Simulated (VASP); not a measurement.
Set up this calculation in VASP 6.6.1, as the native input.

| Property | Result |
| --- | --- |
| Task | single point |
| Functional | PBE |
| Potentials or basis | VASP PAW PBE potentials, release 64 (Ti_sv, Hf_pv) |
| Cutoff | 520 eV |
| k mesh | 1 × 1 × 1, shifted |
| Occupations | fermi-dirac, width 0.05 eV |
| Spin | no spin polarisation |
| Dipole correction | no |
| Further INCAR settings | LREAL = Auto; ALGO = Normal; EDIFF = 1e-06; NBANDS = 134; ISYM = 0 |

The structure of HfTi9 lies in POSCAR:

```
HfTi9
1.0
    7.2123050000      0.3730170000      0.2320640000
    0.3730170000      7.2034180000     -0.0335060000
    0.2320640000     -0.0335060000      7.4116840000
Ti Hf
18 2
Direct
    0.5153994695      0.3996888925      0.5461686323
    0.8509746062      0.6543676039      0.6703984776
    0.0598890075      0.6732894773      0.0550097865
    0.7480255428      0.3900612723      0.9016484774
    0.9278703641      0.8981606054      0.3604038517
    0.8590871099      0.0267491507      0.9838658888
    0.5348313201      0.1061825910      0.7505450392
    0.4852450766      0.8336127130      0.4231625517
    0.4201226021      0.4398226141      0.0826123139
    0.0623798288      0.3334069903      0.1583493066
    0.1633439741      0.3739688374      0.7864541910
    0.6599390159      0.7409738620      0.0213074360
    0.1255321249      0.9007739676      0.7204091331
    0.7575785064      0.5352639636      0.2961777453
    0.4680595286      0.6908880429      0.7452553466
    0.5925287752      0.1562567834      0.2454853637
    0.2050772305      0.6027774230      0.4382508237
    0.8722957910      0.2549557299      0.5880097015
    0.2976942801      0.9867595941      0.0649689384
    0.2474784004      0.1715850543      0.4529791477
```

The input as run:

INCAR

```
PREC = Accurate
ENCUT = 520
EDIFF = 1E-6
ISMEAR = -1
SIGMA = 0.05
LREAL = Auto
LASPH = T
NELM = 60
ALGO = Normal
ISIF = 2
LWAVE = F
LCHARG = F
GGA = PE
NBANDS = 134
ISYM = 0
```

KPOINTS

```
Automatic mesh
0
Gamma
  1 1 1
  0.25 0.25 0.25
```

Potentials or basis: VASP PAW PBE potentials, release 64 (Ti_sv, Hf_pv).

Launch:

```sh
$ cat potpaw_PBE.64/Ti_sv/POTCAR potpaw_PBE.64/Hf_pv/POTCAR > POTCAR
$ mpirun -np 1 vasp_std > vasp.out
```

It gave:

```yaml
Pressure: -4.3 GPa
Largest_force: 1.206 eV/Å
Band_gap_on_the_k_mesh: 0.04 eV
```

Caveat: the k points lie up to 0.88 Å⁻¹ apart; spin-orbit coupling is left out, which moves the levels of the heavy elements.

It took 7.1 min on 1 thread of AMD EPYC 7R13, with other jobs on the host, peak memory 0.38 GiB.
